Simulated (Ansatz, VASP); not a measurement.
One calculation of Se, two programs

```
CELL_PARAMETERS angstrom
7.75868 0.00000 0.00000
-3.87934 6.71921 0.00000
0.00000 0.00000 4.48457
ATOMIC_POSITIONS crystal
Se 0.80475 0.19525 0.50000
Se 0.80475 0.60950 0.50000
Se 0.39050 0.19525 0.50000
Se 0.19525 0.80475 0.50000
Se 0.19525 0.39050 0.50000
Se 0.60950 0.80475 0.50000
Se 0.33333 0.66667 0.00000
Se 0.66667 0.33333 0.00000
```

Alike in both runs: functional PBE; k mesh 3 × 3 × 6; occupations gaussian, width 0.1 eV; no spin polarisation.

Ansatz relaxed the structure, and its values are those at the end. VASP's run is a single point on that final structure, the one shown.

|  | VASP | Ansatz |
| --- | --- | --- |
| version | VASP 6.6.1 | Ansatz 0.2.0 |
| potentials or method | VASP PAW PBE potentials, release 64 (Se), cutoff 520 eV | scalar-relativistic, plane waves, PAW |
| valence electrons in the cell | 48 | 128 |

```csv
,VASP,Ansatz,Ansatz less VASP
gap on the k mesh at the Fermi level (eV),none,none,-
pressure (GPa),-0.1,-0.1,-0.01
rms of the force components (eV/Å),0.014,0.014,+0.0002
```

A gap of «none» marks a metal or a gap that the smearing closes. VASP's potentials hold 48 valence electrons a cell and Ansatz's 128, so a difference there can come from the potentials and not from the codes.
